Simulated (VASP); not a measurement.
# SiC (P6_3mc) in VASP: notebook

Runs on SiC. Level: PBE. Tasks: single point, relaxation of cell and atoms.

Everything below comes from runs of VASP 6.6.1. Logs are shortened: lines on timing, memory, paths and dates and some standing lists are left out, and cuts for length are marked.

## 1. The cell of the first run

It takes space group P6_3mc (No. 186, hexagonal). The conventional cell has a = 3.154 Å, b = 3.154 Å, c = 10.330 Å, α = 90.00°, β = 90.00°, γ = 120.00°. Within 2.6 Å of Si (site symmetry 3m) lie 4 C at 1.93 to 1.94 Å. Si (site symmetry 3m) has 4 C at 1.93 to 1.94 Å within 2.6 Å. Within 2.6 Å of C (site symmetry 3m) lie 4 Si at 1.93 to 1.94 Å. C (site symmetry 3m) has 4 Si at 1.93 to 1.94 Å within 2.6 Å.

## 2. Single point, PBE (volume scaled by 1.06, then relaxed in part)

INCAR

```
SYSTEM = SiC
  PREC = Accurate
  ENCUT = 520
  EDIFF = 1E-6
  ISMEAR = 0
  SIGMA = 0.02
  LREAL = .False.
  LASPH = .True.
  NELM = 60
  ALGO = Normal
  ISIF = 2
  LWAVE = .False.
  LCHARG = .False.
  GGA = PE
  NBANDS = 26
```

KPOINTS

```
Automatic mesh
0
Gamma
  12 12 4
  0 0 0
```

POSCAR

```
SiC
1.0
    3.1544546290      0.0000000000      0.0000000000
   -1.5772273145      2.7318378438      0.0000000000
    0.0000000000      0.0000000000     10.3302960089
Si C
4 4
Direct
    0.6666666667      0.3333333333      0.9378602738
    0.3333333333      0.6666666667      0.4378602738
    0.0000000000      0.0000000000      0.6878645390
    0.0000000000      0.0000000000      0.1878645390
    0.6666666667      0.3333333333      0.7498132310
    0.3333333333      0.6666666667      0.2498132310
    0.0000000000      0.0000000000      0.5004609562
    0.0000000000      0.0000000000      0.0004609562
```

Potentials or basis: VASP PAW PBE potentials, release 64 (Si, C).

The run is started by

```sh
cat potpaw_PBE.64/Si/POTCAR potpaw_PBE.64/C/POTCAR > POTCAR
mpirun -np 1 vasp_std > vasp.out
```

OUTCAR:

```text
SYSTEM = SiC
   PREC = Accurate
   ENCUT = 520
   EDIFF = 1E-6
   ISMEAR = 0
   LREAL = .False.
   LASPH = .True.
   NELM = 60
   ISIF = 2
   GGA = PE

 ion  position               nearest neighbor table
   1  0.667  0.333  0.938-   8 1.93   8 1.93   8 1.93   5 1.94
   2  0.333  0.667  0.438-   7 1.93   7 1.93   7 1.93   6 1.94
   3  0.000  0.000  0.688-   5 1.93   5 1.93   5 1.93   7 1.94
   4  0.000  0.000  0.188-   6 1.93   6 1.93   6 1.93   8 1.94
   5  0.667  0.333  0.750-   3 1.93   3 1.93   3 1.93   1 1.94
   6  0.333  0.667  0.250-   4 1.93   4 1.93   4 1.93   2 1.94
   7  0.000  0.000  0.500-   2 1.93   2 1.93   2 1.93   3 1.94
   8  0.000  0.000  0.000-   1 1.93   1 1.93   1 1.93   4 1.94

  LATTYP: Found a hexagonal cell.
 ALAT       =     3.1544546290
 C/A-ratio  =     3.2748278938

  Lattice vectors:

 A1 = (   3.1544546290,   0.0000000000,   0.0000000000)
 A2 = (  -1.5772273145,   2.7318378438,   0.0000000000)
 A3 = (   0.0000000000,   0.0000000000,  10.3302960089)

Analysis of symmetry for initial positions (statically):
=====================================================================
 Subroutine PRICEL returns:
 Original cell was already a primitive cell.

 Routine SETGRP: Setting up the symmetry group for a
 hexagonal supercell.

 Subroutine GETGRP returns: Found 12 space group operations
 (whereof  6 operations were pure point group operations)
 out of a pool of 24 trial point group operations.

The static configuration has the point symmetry C_3v.
 The point group associated with its full space group is C_6v.

Analysis of symmetry for dynamics (positions and initial velocities):
=====================================================================
 Subroutine PRICEL returns:
 Original cell was already a primitive cell.

 Routine SETGRP: Setting up the symmetry group for a
 hexagonal supercell.

 Subroutine GETGRP returns: Found 12 space group operations
 (whereof  6 operations were pure point group operations)
 out of a pool of 24 trial point group operations.

The dynamic configuration has the point symmetry C_3v.
 The point group associated with its full space group is C_6v.

 Subroutine INISYM returns: Found 12 space group operations
 (whereof  6 operations are pure point group operations),
 and found     1 'primitive' translations

----------------------------------------------------------------------------------------

[... 109 lines left out ...]
   NFREE  =      0    steps in history (QN), initial steepest desc. (CG)
   ISIF   =      2    stress and relaxation
   ISYM   =      2    0-nonsym 1-usesym 2-fastsym
   POTIM  = 0.5000    time-step for ionic-motion
   TEBEG  =    0.0;   TEEND  =   0.0 temperature during run
   PSTRESS=    0.0 pullay stress
   NELECT =      32.0000    total number of electrons
   NUPDOWN=      -1.0000    fix difference up-down
   EMIN   =  10.00;   EMAX   =-10.00  energy-range for DOS
   EFERMI =   0.00;   METHOD = LEGACY
   ISMEAR =     0;   SIGMA  =   0.02  broadening in eV -4-tet -1-fermi 0-gaus
   EFERMI_NEDOS =   21; number of points for ismear=-14 and -15
   IALGO  =     38    algorithm
   IMIX   =      4    mixing-type and parameters
     AMIX     =   0.40;   BMIX     =  1.00
     AMIX_MAG =   1.60;   BMIX_MAG =  1.00
  volume/ion in A,a.u.               =      11.13        75.09
  Fermi-wavevector in a.u.,A,eV,Ry     =   1.164021  2.199681 18.435146  1.354945
  Thomas-Fermi vector in A             =   2.300564
   LORBIT       =      0    0 simple, 1 ext, 2 COOP (PROOUT), +10 PAW based schemes
   GGA     = PE    functional components
   LHFCALC =     F    Hartree Fock is set to
   AEXX    =    0.0000 exact exchange contribution
   IVDW    =     0    specifies the selected vdW correction
   LEPSILON=     F    determine dielectric tensor
   LRPA    =     F    only Hartree local field effects (RPA)
 non-spin polarized calculation
 Gauss-broadening in eV      SIGMA  =   0.02
  energy-cutoff  :      520.00
  volume of cell :       89.02
 maximum number of plane-waves:      2430
 NGX is ok and might be reduce to    24
   NGX = 11   NGY = 11   NGZ = 39

 number of electron      32.0000000 magnetization

 Free energy of the ion-electron system (eV)
  ---------------------------------------------------
  ext. energy  EPLUGINS =         0.00000000
  ---------------------------------------------------
  free energy    TOTEN  =       -60.06665839 eV

  energy without entropy =      -60.06665839  energy(sigma->0) =      -60.06665839

 E-fermi :   7.4628     XC(G=0): -11.0379

 val. band max:        7.3740199216   @ k =   0.0000   0.0000   0.0000
 cond. band min:       9.5778473154   @ k =   0.5000  -0.0000   0.0000
 fundamental gap:      2.2038273938
 Fermi energy:         7.4627985665

 k-point     1 :       0.0000    0.0000    0.0000
  band No.  band energies     occupation
      1      -7.5422      2.00000
      2      -6.4345      2.00000
      3      -6.4011      2.00000
      4      -4.2417      2.00000
      5      -0.8398      2.00000
      6       3.1204      2.00000
[... 685 lines left out ...]
     25      15.4895      0.00000
     26      16.1644      0.00000

 [... further k-points ...]

------------------------ aborting loop because EDIFF is reached ----------------------------------------

  FORCE on cell =-STRESS in cart. coord.  units (eV):
  Direction    XX          YY          ZZ          XY          YZ          ZX
  --------------------------------------------------------------------------------------
  -------------------------------------------------------------------------------------
  Total       -6.1652938     -6.1652938     -6.1581234      0.0000000      0.0000000     -0.0000000
  in kB     -110.9615186   -110.9615186   -110.8324681      0.0000000      0.0000000     -0.0000000
  external PRESSURE =    -110.9185018 kB  Pullay stress =       0.0000000 kB

 VOLUME and BASIS-vectors are now :
 -----------------------------------------------------------------------------
  energy-cutoff  :      520.00
  volume of cell :       89.02
      direct lattice vectors                 reciprocal lattice vectors
     3.154454629  0.000000000  0.000000000     0.317012009  0.183026969  0.000000000
    -1.577227314  2.731837844  0.000000000     0.000000000  0.366053938  0.000000000
     0.000000000  0.000000000 10.330296009     0.000000000  0.000000000  0.096802647

 POSITION                                       TOTAL-FORCE (eV/Angst)
 -----------------------------------------------------------------------------------
      1.57723      0.91061      9.68837        -0.000000      0.000000      0.010617
     -0.00000      1.82123      4.52323         0.000000     -0.000000      0.010617
      0.00000      0.00000      7.10584        -0.000000     -0.000000      0.001611
      0.00000      0.00000      1.94070         0.000000      0.000000      0.001611
      1.57723      0.91061      7.74579        -0.000000     -0.000000     -0.009778
     -0.00000      1.82123      2.58064         0.000000      0.000000     -0.009778
      0.00000      0.00000      5.16991        -0.000000      0.000000     -0.002450
      0.00000      0.00000      0.00476         0.000000      0.000000     -0.002450
 -----------------------------------------------------------------------------------
    total drift:                               -0.000000     -0.000000      0.000583

  FREE ENERGIE OF THE ION-ELECTRON SYSTEM (eV)
  ---------------------------------------------------
  free  energy   TOTEN  =       -60.0666583949 eV

  energy  without entropy=      -60.0666583949  energy(sigma->0) =      -60.06665839
```

stdout:

```text
POSCAR found type information on POSCAR SiC
 POSCAR found :  2 types and       8 ions
 scaLAPACK will be used
 LDA part: xc-table for (Slater+PW92), standard interpolation
 POSCAR, INCAR and KPOINTS ok, starting setup
 FFT: planning ... GRIDC
 FFT: planning ... GRID_SOFT
 FFT: planning ... GRID
 WAVECAR not read
 entering main loop
```

Run time: 1.9 min. Hardware: 1 thread of Intel Xeon 6975P-C, shared host; peak memory 0.25 GiB.

What came out:

```yaml
Free_energy: -60.0667 eV
Pressure: -11.1 GPa
Largest_force: 0.011 eV/Å
Band_gap_on_the_k_mesh: 2.20 eV, indirect (least direct gap 3.30 eV)
```

Forces on the atoms (eV/Å):
```
Si   0.000  0.000  0.011
Si   0.000  0.000  0.011
Si   0.000  0.000  0.002
Si   0.000  0.000  0.002
C    0.000  0.000 -0.010
C    0.000  0.000 -0.010
C    0.000  0.000 -0.002
C    0.000  0.000 -0.002
```

Levels at points of the mesh, in eV from the valence-band top:
| k point | band 12 | band 13 | band 14 | band 15 | band 16 | band 17 | band 18 | band 19 | band 20 | band 21 |
| --- | --- | --- | --- | --- | --- | --- | --- | --- | --- | --- |
| (0.00, 0.00, 0.00) | -0.57 | -0.57 | -0.05 | 0.00 | 0.00 | 4.47 | 5.05 | 5.45 | 5.66 | 6.53 |
| (0.50, 0.00, 0.00) | -2.29 | -2.26 | -2.14 | -1.52 | -1.10 | 2.20 | 2.29 | 4.01 | 4.31 | 4.99 |
| (0.00, 0.00, 0.50) | -1.02 | -0.20 | -0.20 | -0.20 | -0.20 | 4.68 | 4.68 | 6.03 | 6.03 | 6.66 |
| (0.50, 0.00, 0.50) | -2.88 | -2.39 | -2.39 | -1.50 | -1.50 | 2.59 | 2.59 | 4.02 | 4.02 | 5.61 |

Caveat: the cell differs from its parent crystal (volume scaled by 1.06, then relaxed in part).

## 3. Single point, PBE (volume scaled by 1.10, then relaxed in part)

INCAR, as its differences from that of step 2:

```diff
@@ -8,3 +8,3 @@
   LASPH = .True.
-  NELM = 60
+  NELM = 80
   ALGO = Normal
```

KPOINTS

```
regular mesh
0
Gamma
  12 12 4
  0 0 0
```

POSCAR

```
SiC
1.0
    3.1933891234      0.0000000000      0.0000000000
   -1.5966945617      2.7655561050      0.0000000000
    0.0000000000      0.0000000000     10.4603080165
Si C
4 4
Direct
    0.6666666667      0.3333333333      0.9379239037
    0.3333333333      0.6666666667      0.4379239037
    0.0000000000      0.0000000000      0.6878506017
    0.0000000000      0.0000000000      0.1878506017
    0.6666666667      0.3333333333      0.7497537927
    0.3333333333      0.6666666667      0.2497537927
    0.0000000000      0.0000000000      0.5004707019
    0.0000000000      0.0000000000      0.0004707019
```

Potentials or basis: VASP PAW PBE potentials, release 64 (Si, C).

The run is started by

```sh
cat potpaw_PBE.64/Si/POTCAR potpaw_PBE.64/C/POTCAR > POTCAR
mpirun -np 1 vasp_std > vasp.out
```

Run time: 1.8 min. Hardware: 1 thread of Intel Xeon 6975P-C, shared host; peak memory 0.26 GiB.

The run converged. Its results:

```
Free energy            : -59.7729 eV
Pressure               : -16.8 GPa
Band gap on the k mesh : 2.19 eV, indirect (least direct gap 3.28 eV)
```

Levels at points of the mesh, in eV from the valence-band top:
| k point | band 13 | band 14 | band 15 | band 16 | band 17 | band 18 | band 19 | band 20 |
| --- | --- | --- | --- | --- | --- | --- | --- | --- |
| (0.00, 0.00, 0.00) | -0.57 | -0.05 | 0.00 | 0.00 | 4.17 | 4.75 | 5.02 | 5.33 |
| (0.50, 0.00, 0.00) | -2.21 | -2.10 | -1.49 | -1.09 | 2.19 | 2.26 | 3.90 | 4.09 |
| (0.00, 0.00, 0.50) | -0.20 | -0.20 | -0.20 | -0.20 | 4.38 | 4.38 | 5.65 | 5.65 |
| (0.50, 0.00, 0.50) | -2.34 | -2.34 | -1.48 | -1.48 | 2.56 | 2.56 | 3.93 | 3.93 |

Caveat: the cell differs from its parent crystal (volume scaled by 1.10, then relaxed in part).

## 4. Relaxation of cell and atoms, PBE

This run uses another cell than the first one, of 10.31 Å³/atom, 0.927 times its volume.

INCAR

```
ALGO     = Normal         # electronic algorithm
EDIFF    = 1E-6           # SCF threshold, eV
EDIFFG   = -0.005         # ionic threshold
ENCUT    = 600            # plane-wave cutoff, eV
GGA      = PE             # functional
IBRION   = 2              # ionic algorithm
ISIF     = 3              # what is computed and relaxed
ISMEAR   = 0              # smearing method
LASPH    = True           # aspherical terms in the spheres
LCHARG   = False          # write CHGCAR
LREAL    = False          # projectors in reciprocal space
LWAVE    = False          # write WAVECAR
NELM     = 100            # most SCF steps
NSW      = 100            # ionic steps
PREC     = Accurate       # precision mode
SIGMA    = 0.02           # smearing width, eV
```

KPOINTS

```
k-points
0
Gamma
  12 12 4
```

POSCAR

```
SiC
1.0
    3.0756941497      0.0000000000      0.0000000000
   -1.5378470748      2.6636292679      0.0000000000
    0.0000000000      0.0000000000     10.0706464800
Si C
4 4
Direct
    0.6666666700      0.3333333300      0.9378419800
    0.3333333300      0.6666666700      0.4378419800
    0.0000000000      0.0000000000      0.6878943800
    0.0000000000      0.0000000000      0.1878943800
    0.6666666700      0.3333333300      0.7498025900
    0.3333333300      0.6666666700      0.2498025900
    0.0000000000      0.0000000000      0.5004600500
    0.0000000000      0.0000000000      0.0004600500
```

The run is started by

```sh
cat potpaw_PBE.64/Si/POTCAR potpaw_PBE.64/C/POTCAR > POTCAR
mpirun -np 1 vasp_std > vasp.out
```

Wall time 8.6 min (1 thread of Intel Xeon 8259CL, shared host); peak memory 0.3 GiB.

It converged, with:

```yaml
Free_energy: -60.2531 eV
Relaxed_volume: 10.49 Å³/atom
Relaxed_cell: a = 3.093 Å, b = 3.093 Å, c = 10.126 Å, α = 90.00°, β = 90.00°, γ = 120.00°
Space_group_after_relaxing_to_0.05_Å: P6_3mc (No. 186)
Energy_gained_by_relaxing: 2.0 meV/atom
Ionic_steps: 7
Pressure_after_relaxing: 0.0 GPa
Band_gap_on_the_k_mesh: 2.22 eV, indirect (least direct gap 3.34 eV)
```

Step by step:
```tsv
step	energy change (eV)	largest force (eV/Å)	pressure (GPa)	volume (Å³)
1	0.0000	0.0055	3.72	82.50
2	0.0009	0.0173	-3.60	85.40
3	-0.0161	0.0065	0.00	83.91
4	-0.0161	0.0063	0.07	83.88
5	-0.0161	0.0043	0.07	83.89
6	-0.0161	0.0009	0.07	83.89
7	-0.0161	0.0003	0.04	83.90
```

Final structure:
```cif
data_structure
_symmetry_space_group_name_H-M 'P 1'
_symmetry_Int_Tables_number 1
_cell_length_a 3.0931
_cell_length_b 3.0931
_cell_length_c 10.1261
_cell_angle_alpha 90.000
_cell_angle_beta 90.000
_cell_angle_gamma 120.000
_cell_volume 83.90
loop_
_atom_site_label
_atom_site_type_symbol
_atom_site_fract_x
_atom_site_fract_y
_atom_site_fract_z
_atom_site_occupancy
Si1 Si 0.66667 0.33333 0.93785 1
Si2 Si 0.33333 0.66667 0.43785 1
Si3 Si 0.00000 0.00000 0.68790 1
Si4 Si 0.00000 0.00000 0.18790 1
C1 C 0.66667 0.33333 0.74981 1
C2 C 0.33333 0.66667 0.24981 1
C3 C 0.00000 0.00000 0.50045 1
C4 C 0.00000 0.00000 0.00045 1
```

Levels at points of the mesh, in eV from the valence-band top:
| k point | band 13 | band 14 | band 15 | band 16 | band 17 | band 18 | band 19 | band 20 |
| --- | --- | --- | --- | --- | --- | --- | --- | --- |
| (0.00, 0.00, 0.00) | -0.58 | -0.05 | 0.00 | 0.00 | 4.97 | 5.55 | 6.13 | 6.19 |
| (0.50, 0.00, 0.00) | -2.34 | -2.20 | -1.56 | -1.12 | 2.22 | 2.34 | 4.18 | 4.66 |
| (0.00, 0.00, 0.50) | -0.21 | -0.21 | -0.21 | -0.21 | 5.18 | 5.18 | 6.62 | 6.62 |
| (0.50, 0.00, 0.50) | -2.48 | -2.48 | -1.54 | -1.54 | 2.63 | 2.63 | 4.18 | 4.18 |

A k mesh can miss the band edges. A hybrid or GW would open this gap; PBE tends to underestimate it.

(Part 1 of 2 ends here.)
